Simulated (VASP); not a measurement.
Wanted: the native input for a VASP 6.6.1 run.

| Item | Value |
| --- | --- |
| Task | single point |
| Functional | PBE |
| Dispersion | D3(BJ) |
| Potentials or basis | VASP PAW PBE potentials, release 64 (W_sv, S) |
| Cutoff | 520 eV |
| k mesh | 12 × 12 × 1 |
| Occupations | gaussian, width 0.02 eV |
| Spin | no spin polarisation |
| Dipole correction | no |
| Further INCAR settings | ALGO = Normal; EDIFF = 1e-06; NBANDS = 49 |

The structure of WS2 lies in POSCAR:

```
WS2
1.0
    3.1543071032      0.0000000000      0.0000000000
   -1.5771535516      2.7317100827      0.0000000000
    0.0000000000      0.0000000000     18.8104432469
W S
3 6
Direct
    0.6666666667      0.3333333333      0.6597274032
    0.3333333333      0.6666666667      0.9826707207
    0.3333333333      0.6666666667      0.3367798284
    0.6666666667      0.3333333333      1.0664056306
    0.6666666667      0.3333333333      0.4205122848
    0.3333333333      0.6666666667      0.7434391798
    0.6666666667      0.3333333333      0.8989379140
    0.6666666667      0.3333333333      0.2530455646
    0.3333333333      0.6666666667      0.5760154638
```

One way to write it, as run:

INCAR

```
SYSTEM = WS2
  PREC = Accurate
  ENCUT = 520
  EDIFF = 1E-6
  ISMEAR = 0
  SIGMA = 0.02
  LREAL = .FALSE.
  LASPH = .TRUE.
  NELM = 60
  ALGO = Normal
  ISIF = 2
  LWAVE = .FALSE.
  LCHARG = .FALSE.
  GGA = PE
  IVDW = 12
  NBANDS = 49
```

KPOINTS

```
regular mesh
0
G
  12 12 1
  0 0 0
```

Potentials or basis: VASP PAW PBE potentials, release 64 (W_sv, S).

Run with:

```sh
$ cat potpaw_PBE.64/W_sv/POTCAR potpaw_PBE.64/S/POTCAR > POTCAR
$ mpirun -np 1 vasp_std > vasp.out
```

It gave:

```yaml
Pressure: 0.0 GPa
Largest_force: 0.008 eV/Å
Band_gap_on_the_k_mesh: 1.09 eV (least direct gap 1.88 eV)
Dispersion_energy_per_atom: -0.421 eV
```

Caveat: spin-orbit coupling is left out, which moves the levels of the heavy elements; an odd mesh through Γ misses points on the zone boundary, where band edges can lie.

Run time: 4.2 min on 1 thread of AMD EPYC 7R13, on a shared host, peak memory 0.3 GiB.
